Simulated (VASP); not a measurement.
Set up this calculation in VASP 6.6.1, as the native input.

| Quantity | Value |
| --- | --- |
| Task | single point |
| Functional | PBEsol |
| Potentials or basis | VASP PAW PBE potentials, release 64 (Al, N) |
| Cutoff | 520 eV |
| k mesh | 9 × 9 × 6 |
| Occupations | gaussian, width 0.05 eV |
| Spin | no spin polarisation |
| Dipole correction | no |
| Further INCAR settings | ALGO = Normal; EDIFF = 1e-07; NBANDS = 16 |

The structure of AlN lies in POSCAR:

```
AlN
1.0
    3.2818000000      0.0000000000      0.0000000000
   -1.6409000000      2.8421221701      0.0000000000
    0.0000000000      0.0000000000      3.9342000000
Al N
2 2
Direct
    0.3333333333      0.6666666667      0.7500000000
    0.6666666667      0.3333333333      0.2500000000
    0.3333333333      0.6666666667      0.2500000000
    0.6666666667      0.3333333333      0.7500000000
```

The input as run:

INCAR

```
SYSTEM = AlN
  PREC = Accurate
  ENCUT = 520
  EDIFF = 1E-7
  ISMEAR = 0
  SIGMA = 0.05
  LREAL = .False.
  LASPH = .True.
  NELM = 80
  ALGO = Normal
  ISIF = 2
  LWAVE = .False.
  LCHARG = .False.
  GGA = PS
  NBANDS = 16
```

KPOINTS

```
Automatic mesh
0
Gamma
  9 9 6
  0 0 0
```

Potentials or basis: VASP PAW PBE potentials, release 64 (Al, N).

Command:

```sh
$ cat potpaw_PBE.64/Al/POTCAR potpaw_PBE.64/N/POTCAR > POTCAR
$ mpirun -np 1 vasp_std > vasp.out
```

Results of the run:

| Property | Result |
| --- | --- |
| Pressure | 15.1 GPa |
| Band gap on the k mesh | 3.88 eV, direct |

Caveat: the PAW data sets were made with another functional, which shifts forces and pressure a little.

It took 11 s on 1 thread of Intel(R) Xeon(R) 6975P-C (Granite Rapids) (shared host), peak memory 0.15 GiB.
